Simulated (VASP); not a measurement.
Set up this calculation in VASP 6.6.1, as the native input.

```yaml
Task: electric field gradients
Functional: PBE
Potentials_or_basis: VASP PAW PBE potentials, release 64 (Tl_d)
Cutoff: 520 eV
k_mesh: 13 × 13 × 13
Occupations: fermi-dirac, width 0.05 eV
Spin: no spin polarisation
Dipole_correction: no
Further_INCAR_settings: ALGO = Normal; EDIFF = 1e-08; NBANDS = 12
```

The structure of Tl lies in POSCAR:

```
Tl
1.0
   -1.9215900000      1.9410000000      1.9410000000
    1.9410000000     -1.9215900000      1.9410000000
    1.9410000000      1.9410000000     -1.9215900000
Tl
1
Direct
    0.0000000000      0.0000000000      0.0000000000
```

This cell differs from its parent crystal: equal xy, yz and zx shear strains of +1 %.

These files were run (other wordings do the same):

INCAR

```
ALGO = Normal
EDIFF = 1E-8
ENCUT = 520
GGA = PE
ISIF = 2
ISMEAR = -1
LASPH = True
LCHARG = False
LEFG = True
LREAL = False
LWAVE = False
NBANDS = 12
NELM = 80
PREC = Accurate
SIGMA = 0.05
```

KPOINTS

```
k-points
0
Gamma
  13 13 13
```

Potentials or basis: VASP PAW PBE potentials, release 64 (Tl_d).

Command:

```sh
$ cat potpaw_PBE.64/Tl_d/POTCAR > POTCAR
$ mpirun -np 1 vasp_std > vasp.out
```

It gave:

```
Pressure : 2.2 GPa
```

Caveat: the cell differs from its parent crystal (equal xy, yz and zx shear strains of +1 %); without QUAD_EFG the Cq values of the log hold for a quadrupole moment of 1 mb, not for the nuclei.

It took 48 s on 1 thread of Intel(R) Xeon(R) Platinum 8488C (Sapphire Rapids), on a shared host, peak memory 0.21 GiB.
